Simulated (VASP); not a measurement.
# SiC (Moissanite) (P6_3mc) in VASP: a series of runs, part 2 of 2

VASP 6.6.1. Earlier steps stand in the parts before.

## Step 5: Single point, LDA

This run uses another cell than the first one, of 10.34 Å³/atom, 1.020 times its volume.

The input, INCAR:

```
SYSTEM = SiC
PREC     = Accurate       ! precision mode
ENCUT    = 520            ! plane-wave cutoff, eV
EDIFF    = 1E-6           ! SCF threshold, eV
ISMEAR   = -1             ! smearing method
SIGMA    = 0.05           ! smearing width, eV
LREAL    = .FALSE.        ! projectors in reciprocal space
LASPH    = .TRUE.         ! aspherical terms in the spheres
NELM     = 80             ! most SCF steps
ALGO     = Normal         ! electronic algorithm
ISIF     = 2              ! what is computed and relaxed
LWAVE    = .FALSE.        ! write WAVECAR
LCHARG   = .FALSE.        ! write CHGCAR
NBANDS   = 16             ! bands
```

The input, KPOINTS:

```
regular mesh
0
G
  10 10 5
  0 0 0
```

The input, POSCAR:

```
SiC
1.0
    3.0760000000      0.0000000000      0.0000000000
   -1.5380000000      2.6638941420      0.0000000000
    0.0000000000      0.0000000000      5.0480000000
Si C
2 2
Direct
    0.6666666667      0.3333333333      0.5000000000
    0.3333333333      0.6666666667      0.0000000000
    0.6666666667      0.3333333333      0.8850000000
    0.3333333333      0.6666666667      0.3850000000
```

Potentials or basis: VASP PAW LDA potentials, release 64 (Si, C).

Started as:

```console
cat potpaw_LDA.64/Si/POTCAR potpaw_LDA.64/C/POTCAR > POTCAR
mpirun -np 1 vasp_std > vasp.out
```

OUTCAR:

```text
SYSTEM = SiC
   PREC = Accurate
   ENCUT = 520
   EDIFF = 1E-6
   ISMEAR = -1
   LREAL = .FALSE.
   LASPH = .TRUE.
   NELM = 80
   ISIF = 2

 ion  position               nearest neighbor table
   1  0.667  0.333  0.500-   4 1.87   4 1.87   4 1.87   3 1.94   2 3.09   2 3.09   2 3.09   2 3.09
                             2 3.09   2 3.09
   2  0.333  0.667  0.000-   3 1.87   3 1.87   3 1.87   4 1.94   1 3.09   1 3.09   1 3.09   1 3.09
                             1 3.09   1 3.09
   3  0.667  0.333  0.885-   2 1.87   2 1.87   2 1.87   1 1.94
   4  0.333  0.667  0.385-   1 1.87   1 1.87   1 1.87   2 1.94

[... 660 lines left out ...]
  -------------------------------------------------------------------------------------
  Total       -0.5622997     -0.5622997     -1.6619092      0.0000000      0.0000000      0.0000000
  in kB      -21.7798948    -21.7798948    -64.3717360      0.0000000      0.0000000      0.0000000
  external PRESSURE =     -35.9771752 kB  Pullay stress =       0.0000000 kB

 VOLUME and BASIS-vectors are now :
 -----------------------------------------------------------------------------
  energy-cutoff  :      520.00
  volume of cell :       41.36
      direct lattice vectors                 reciprocal lattice vectors
     3.076000000  0.000000000  0.000000000     0.325097529  0.187695146  0.000000000
    -1.538000000  2.663894142  0.000000000     0.000000000  0.375390292  0.000000000
     0.000000000  0.000000000  5.048000000     0.000000000  0.000000000  0.198098257

 POSITION                                       TOTAL-FORCE (eV/Angst)
 -----------------------------------------------------------------------------------
      1.53800      0.88796      2.52400         0.000000      0.000000      0.734706
     -0.00000      1.77593      0.00000         0.000000      0.000000      0.734706
      1.53800      0.88796      4.46748        -0.000000     -0.000000     -0.734706
     -0.00000      1.77593      1.94348         0.000000      0.000000     -0.734706
 -----------------------------------------------------------------------------------
    total drift:                                0.000000      0.000000     -0.000242

  FREE ENERGIE OF THE ION-ELECTRON SYSTEM (eV)
  ---------------------------------------------------
  free  energy   TOTEN  =       -33.2322868842 eV

  energy  without entropy=      -33.2322868842  energy(sigma->0) =      -33.23228688
```

OSZICAR:

```text
N       E                     dE             d eps       ncg     rms          rms(c)
DAV:   1     0.202831839515E+02    0.20283E+02   -0.70564E+03  1344   0.889E+02
DAV:   2    -0.350066628658E+02   -0.55290E+02   -0.50760E+02  1960   0.156E+02
DAV:   3    -0.373212242006E+02   -0.23146E+01   -0.23079E+01  1752   0.297E+01
DAV:   4    -0.373387847237E+02   -0.17561E-01   -0.17558E-01  1672   0.325E+00
DAV:   5    -0.373389719578E+02   -0.18723E-03   -0.18723E-03  1784   0.312E-01    0.129E+01
DAV:   6    -0.333783391935E+02    0.39606E+01   -0.70988E+00  1704   0.164E+01    0.590E+00
DAV:   7    -0.332780899374E+02    0.10025E+00   -0.11857E+00  1904   0.634E+00    0.246E+00
DAV:   8    -0.332379655323E+02    0.40124E-01   -0.62325E-02  1536   0.151E+00    0.701E-01
DAV:   9    -0.332322115613E+02    0.57540E-02   -0.80460E-03  1784   0.614E-01    0.113E-01
DAV:  10    -0.332322820779E+02   -0.70517E-04   -0.62283E-04  1568   0.153E-01    0.627E-02
DAV:  11    -0.332322877106E+02   -0.56327E-05   -0.22106E-05  1784   0.343E-02    0.164E-02
DAV:  12    -0.332322868842E+02    0.82641E-06   -0.56123E-06  1736   0.146E-02
   1 F= -.33232287E+02 E0= -.33232287E+02  d E =-.337689E-10
```

Wall time 14 s (1 thread of Intel Xeon Platinum 8488C (Sapphire Rapids), shared host); peak memory 0.14 GiB.

Results:

* Free energy: -33.2323 eV
* Pressure: -3.6 GPa
* Largest force: 0.735 eV/Å
* Band gap on the k mesh: 2.36 eV, indirect (least direct gap 3.97 eV)

Forces on the atoms (eV/Å):
```
Si   0.000  0.000  0.735
Si   0.000  0.000  0.735
C    0.000  0.000 -0.735
C    0.000  0.000 -0.735
```

Stress tensor (GPa, compression positive):
```
-2.18  0.00  0.00
 0.00 -2.18  0.00
 0.00  0.00 -6.44
```

A k mesh can miss the band edges. A hybrid or GW would open this gap; LDA tends to underestimate it.

## Step 6: Single point, BLYP+D3(BJ)

This run uses another cell than the first one, of 10.55 Å³/atom, 1.041 times its volume.

The input, INCAR:

```
  AGGAC = 1.0
  AGGAX = 1.0
  ALDAC = 0.0
  ALDAX = 1.0
  ALGO = Normal
  EDIFF = 1E-6
  ENCUT = 520
  GGA = B5
  ISIF = 2
  ISMEAR = -1
  IVDW = 12
  LASPH = T
  LCHARG = F
  LREAL = F
  LWAVE = F
  NBANDS = 16
  NELM = 80
  PREC = Accurate
  SIGMA = 0.05
  VDW_A1 = 0.4298
  VDW_A2 = 4.2359
  VDW_S6 = 1.0
  VDW_S8 = 2.6996
```

The input, KPOINTS:

```
k-points
0
Gamma
  10 10 5
```

The input, POSCAR:

```
SiC
1.0
    3.0963714546      0.0000000000      0.0000000000
   -1.5481857273      2.6815363392      0.0000000000
    0.0000000000      0.0000000000      5.0814314379
Si C
2 2
Direct
    0.6666666667      0.3333333333      0.5000000000
    0.3333333333      0.6666666667      0.0000000000
    0.6666666667      0.3333333333      0.8850000000
    0.3333333333      0.6666666667      0.3850000000
```

Potentials or basis: VASP PAW PBE potentials, release 64 (Si, C).

Started as:

```console
cat potpaw_PBE.64/Si/POTCAR potpaw_PBE.64/C/POTCAR > POTCAR
mpirun -np 1 vasp_std > vasp.out
```

OUTCAR:

```text
EDIFF = 1E-6
   ENCUT = 520
   GGA = B5
   ISIF = 2
   ISMEAR = -1
   IVDW = 12
   LASPH = T
   LREAL = F
   NELM = 80
   PREC = Accurate
 IVDW          = 12

 ion  position               nearest neighbor table
   1  0.667  0.333  0.500-   4 1.88   4 1.88   4 1.88   3 1.96   2 3.11   2 3.11   2 3.11   2 3.11
                             2 3.11   2 3.11
   2  0.333  0.667  0.000-   3 1.88   3 1.88   3 1.88   4 1.96   1 3.11   1 3.11   1 3.11   1 3.11
                             1 3.11   1 3.11
   3  0.667  0.333  0.885-   2 1.88   2 1.88   2 1.88   1 1.96
   4  0.333  0.667  0.385-   1 1.88   1 1.88   1 1.88   2 1.96

  LATTYP: Found a hexagonal cell.
 ALAT       =     3.0963714546
 C/A-ratio  =     1.6410923277

  Lattice vectors:

 A1 = (   3.0963714546,   0.0000000000,   0.0000000000)
 A2 = (  -1.5481857273,   2.6815363392,   0.0000000000)
 A3 = (   0.0000000000,   0.0000000000,   5.0814314379)

Analysis of symmetry for initial positions (statically):
=====================================================================
 Subroutine PRICEL returns:
 Original cell was already a primitive cell.

 Routine SETGRP: Setting up the symmetry group for a
 hexagonal supercell.

 Subroutine GETGRP returns: Found 12 space group operations
 (whereof  6 operations were pure point group operations)
 out of a pool of 24 trial point group operations.

The static configuration has the point symmetry C_3v.
 The point group associated with its full space group is C_6v.

Analysis of symmetry for dynamics (positions and initial velocities):
=====================================================================
 Subroutine PRICEL returns:
 Original cell was already a primitive cell.

 Routine SETGRP: Setting up the symmetry group for a
 hexagonal supercell.

 Subroutine GETGRP returns: Found 12 space group operations
 (whereof  6 operations were pure point group operations)
 out of a pool of 24 trial point group operations.

The dynamic configuration has the point symmetry C_3v.
 The point group associated with its full space group is C_6v.

 Subroutine INISYM returns: Found 12 space group operations
 (whereof  6 operations are pure point group operations),
 and found     1 'primitive' translations

----------------------------------------------------------------------------------------

                                     Primitive cell

  volume of cell :      42.1913

  direct lattice vectors                    reciprocal lattice vectors
     3.096371455  0.000000000  0.000000000     0.322958668  0.186460274  0.000000000
    -1.548185727  2.681536339  0.000000000     0.000000000  0.372920548  0.000000000
     0.000000000  0.000000000  5.081431438     0.000000000  0.000000000  0.196794941

  length of vectors
     3.096371455  3.096371455  5.081431438     0.372920548  0.372920548  0.196794941

  position of ions in fractional coordinates (direct lattice)
     0.666666667  0.333333333  0.500000000
     0.333333333  0.666666667  0.000000000
     0.666666667  0.333333333  0.885000000
     0.333333333  0.666666667  0.385000000

[... 29 lines left out ...]
 ===========================================

 Found     42 irreducible k-points:

 Following reciprocal coordinates:
            Coordinates               Weight
  0.000000  0.000000  0.000000      1.000000
  0.100000  0.000000  0.000000      6.000000
  0.200000  0.000000  0.000000      6.000000
  0.300000  0.000000  0.000000      6.000000
  0.400000  0.000000  0.000000      6.000000
  0.500000  0.000000  0.000000      3.000000
[... 16 lines left out ...]
  0.300000  0.100000  0.200000     24.000000
  0.400000  0.100000  0.200000     24.000000
 [... further k-points ...]
   k-points           NKPTS =     42   k-points in BZ     NKDIM =     42   number of bands    NBANDS=     16
   number of dos      NEDOS =    301   number of ions     NIONS =      4
   total plane-waves  NPLWV =  23040
   dimension x,y,z NGX =    24 NGY =   24 NGZ =   40
   dimension x,y,z NGXF=    48 NGYF=   48 NGZF=   80
   ions per type =               2   2
   NGX,Y,Z   is equivalent  to a cutoff of  12.89, 12.89, 13.09 a.u.
   NGXF,Y,Z  is equivalent  to a cutoff of  25.77, 25.77, 26.17 a.u.
 SYSTEM =  unknown system
   PREC   = accura    normal or accurate (medium, high low for compatibility)
   ISTART =      0    job   : 0-new  1-cont  2-samecut
   ICHARG =      2    charge: 1-file 2-atom 10-const
   ISPIN  =      1    spin polarized calculation?
   LNONCOLLINEAR =      F non collinear calculations
   LSORBIT =      F    spin-orbit coupling
   LASPH  =      T    aspherical Exc in radial PAW
   ENCUT  =  520.0 eV  38.22 Ry    6.18 a.u.   5.76  5.76  9.45*2*pi/ulx,y,z
   NELM   =     80;   NELMIN=  2; NELMDL= -5     # of ELM steps
   EDIFF  = 0.1E-05   stopping-criterion for ELM
   LREAL  =      F    real-space projection
   EDIFFG = 0.1E-04   stopping-criterion for IOM
   NSW    =      0    number of steps for IOM
   IBRION =     -1    ionic relax: 0-MD 1-quasi-New 2-CG
   NFREE  =      0    steps in history (QN), initial steepest desc. (CG)
   ISIF   =      2    stress and relaxation
   ISYM   =      2    0-nonsym 1-usesym 2-fastsym
   POTIM  = 0.5000    time-step for ionic-motion
   TEBEG  =    0.0;   TEEND  =   0.0 temperature during run
   PSTRESS=    0.0 pullay stress
   NELECT =      16.0000    total number of electrons
   NUPDOWN=      -1.0000    fix difference up-down
   EMIN   =  10.00;   EMAX   =-10.00  energy-range for DOS
   EFERMI =   0.00;   METHOD = LEGACY
   ISMEAR =    -1;   SIGMA  =   0.05  broadening in eV -4-tet -1-fermi 0-gaus
   EFERMI_NEDOS =   21; number of points for ismear=-14 and -15
   IALGO  =     38    algorithm
   IMIX   =      4    mixing-type and parameters
     AMIX     =   0.40;   BMIX     =  1.00
     AMIX_MAG =   1.60;   BMIX_MAG =  1.00
  volume/ion in A,a.u.               =      10.55        71.18
  Fermi-wavevector in a.u.,A,eV,Ry     =   1.184970  2.239268 19.104662  1.404153
  Thomas-Fermi vector in A             =   2.321173
   LORBIT       =      0    0 simple, 1 ext, 2 COOP (PROOUT), +10 PAW based schemes
   GGA     = B5    functional components
   LHFCALC =     F    Hartree Fock is set to
   AEXX    =    0.0000 exact exchange contribution
   IVDW    =    12    specifies the selected vdW correction
   LEPSILON=     F    determine dielectric tensor
   LRPA    =     F    only Hartree local field effects (RPA)
 non-spin polarized calculation
  energy-cutoff  :      520.00
  volume of cell :       42.19
 maximum number of plane-waves:      1148
 NGX is ok and might be reduce to    24
   NGX = 11   NGY = 11   NGZ = 19

 number of electron      16.0000001 magnetization

 Free energy of the ion-electron system (eV)
  ---------------------------------------------------
  ext. energy  EPLUGINS =         0.00000000
  ---------------------------------------------------
  free energy    TOTEN  =       -27.26629239 eV

  energy without entropy =      -27.26629239  energy(sigma->0) =      -27.26629239

 E-fermi :   9.5581     XC(G=0): -10.5610

 val. band max:        8.6031057934   @ k =   0.0000   0.0000   0.0000
 cond. band min:      11.4136521752   @ k =   0.5000   0.0000   0.0000
 fundamental gap:      2.8105463818
 Fermi energy:         9.5581097585

 k-point     1 :       0.0000    0.0000    0.0000
  band No.  band energies     occupation
      1      -6.8367      2.00000
      2      -3.4684      2.00000
      3       0.1875      2.00000
      4       7.0613      2.00000
      5       7.0613      2.00000
      6       8.3157      2.00000
[... 433 lines left out ...]
      3       0.4776      2.00000
      4       1.9145      2.00000
      5       4.0024      2.00000
      6       4.7916      2.00000
[... 8 lines left out ...]
     15      19.8708      0.00000
     16      21.1686      0.00000

 [... further k-points ...]

------------------------ aborting loop because EDIFF is reached ----------------------------------------

 Edisp (eV)   -2.52495

 E8    (eV) :    -1.7290

  FORCE on cell =-STRESS in cart. coord.  units (eV):
  Direction    XX          YY          ZZ          XY          YZ          ZX
  --------------------------------------------------------------------------------------
  -------------------------------------------------------------------------------------
  Total      -1.10328    -1.10328    -1.87194     0.00000     0.00000     0.00000
  in kB     -41.89617   -41.89617   -71.08520     0.00000     0.00000     0.00000
  external pressure =      -51.63 kB  Pullay stress =        0.00 kB

 VOLUME and BASIS-vectors are now :
 -----------------------------------------------------------------------------
  energy-cutoff  :      520.00
  volume of cell :       42.19
      direct lattice vectors                 reciprocal lattice vectors
     3.096371455  0.000000000  0.000000000     0.322958668  0.186460274  0.000000000
    -1.548185727  2.681536339  0.000000000     0.000000000  0.372920548  0.000000000
     0.000000000  0.000000000  5.081431438     0.000000000  0.000000000  0.196794941

 POSITION                                       TOTAL-FORCE (eV/Angst)
 -----------------------------------------------------------------------------------
      1.54819      0.89385      2.54072         0.000000      0.000000      0.735750
     -0.00000      1.78769      0.00000        -0.000000      0.000000      0.735750
      1.54819      0.89385      4.49707        -0.000000     -0.000000     -0.735750
     -0.00000      1.78769      1.95635         0.000000      0.000000     -0.735750
 -----------------------------------------------------------------------------------
    total drift:                               -0.000000      0.000000      0.000036

  FREE ENERGIE OF THE ION-ELECTRON SYSTEM (eV)
  ---------------------------------------------------
  free  energy   TOTEN  =       -29.7912400164 eV

  energy  without entropy=      -29.7912400164  energy(sigma->0) =      -29.79124002
```

Wall time 23 s (1 thread of Intel Xeon Platinum 8488C (Sapphire Rapids), shared host); peak memory 0.17 GiB.

What came out:

```
Free energy                : -29.7912 eV
Pressure                   : -5.2 GPa
Largest force              : 0.736 eV/Å
Band gap on the k mesh     : 2.81 eV, indirect (least direct gap 4.29 eV)
Dispersion energy per atom : -0.631 eV
```

Forces on the atoms (eV/Å):
```
Si   0.000  0.000  0.736
Si   0.000  0.000  0.736
C    0.000  0.000 -0.736
C    0.000  0.000 -0.736
```

Stress tensor (GPa, compression positive):
```
-4.19  0.00  0.00
 0.00 -4.19  0.00
 0.00  0.00 -7.11
```

Levels at points of the mesh, in eV from the valence-band top:
```csv
k point,band 6,band 7,band 8,band 9,band 10,band 11
"(0.00, 0.00, 0.00)",-0.29,-0.29,0.00,4.58,5.96,6.49
"(0.50, 0.00, 0.00)",-3.46,-3.08,-1.48,2.81,4.40,6.73
```

Caveat: the PAW data sets were made with another functional, which shifts forces and pressure a little. A k mesh can miss the band edges.

## Step 7: Summary

| level | potentials or basis | cell | gap on the mesh (eV) | pressure (GPa) | largest force (eV/Å) |
| --- | --- | --- | --- | --- | --- |
| BLYP+D3(BJ) | VASP PAW PBE potentials, release 64 (Si, C) | a = 3.055, b = 3.055, c = 5.014 Å, angles 90.0, 90.0, 120.0°, 4 atoms | 2.80 | 3.3 | 0.80 |
| LDA | VASP PAW LDA potentials, release 64 (Si, C) | a = 3.055, b = 3.055, c = 5.014 Å, angles 90.0, 90.0, 120.0°, 4 atoms | 2.32 | 0.9 | 0.77 |
| BLYP+D3(BJ) | VASP PAW PBE potentials, release 64 (Si, C) | a = 3.076, b = 3.076, c = 5.048 Å, angles 90.0, 90.0, 120.0°, 4 atoms | 2.82 | -1.2 | 0.77 |
| LDA | VASP PAW LDA potentials, release 64 (Si, C) | a = 3.076, b = 3.076, c = 5.048 Å, angles 90.0, 90.0, 120.0°, 4 atoms | 2.36 | -3.6 | 0.73 |
| BLYP+D3(BJ) | VASP PAW PBE potentials, release 64 (Si, C) | a = 3.096, b = 3.096, c = 5.081 Å, angles 90.0, 90.0, 120.0°, 4 atoms | 2.81 | -5.2 | 0.74 |

Alike in all rows: task single point; no spin polarisation; k mesh 10 × 10 × 5; cutoff (eV) 520; smearing fermi-dirac 0.05 eV.

Caveats: the PAW data sets were made with another functional, which shifts forces and pressure a little (some runs).

Absolute energies hang on the potentials; compare differences alone.
